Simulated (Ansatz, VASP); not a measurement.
## One calculation of CdSe, two programs

```
Cd Se
1.0
     0.00000    3.00494    3.00494
     3.00494    0.00000    3.00494
     3.00494    3.00494    0.00000
Cd Se
1 1
Direct
  0.00000 0.00000 0.00000
  0.75000 0.75000 0.75000
```

Alike in both runs: functional LDA; k mesh 5 × 5 × 5; no spin polarisation.

Ansatz relaxed the structure, and its values are those at the end. VASP's run is a single point on that final structure, the one shown.

|  | VASP | Ansatz |
| --- | --- | --- |
| version | VASP 6.6.1 | Ansatz 0.2.0 |
| potentials or method | VASP PAW LDA potentials, release 64 (Cd, Se) | plane waves, PAW |
| plane-wave cutoff (eV) | 520 | 420 |
| occupations | gaussian, width 0.01 eV | fixed |
| valence electrons in the cell | 18 | 36 |

|  | VASP | Ansatz | Ansatz less VASP |
| --- | --- | --- | --- |
| pressure (GPa) | 0.5 | 0.0 | -0.49 |

LDA's correlation is that of Perdew and Zunger in VASP and of Perdew and Wang (1992) in Ansatz. VASP's potentials hold 18 valence electrons a cell and Ansatz's 36, so a difference there can come from the potentials and not from the codes.
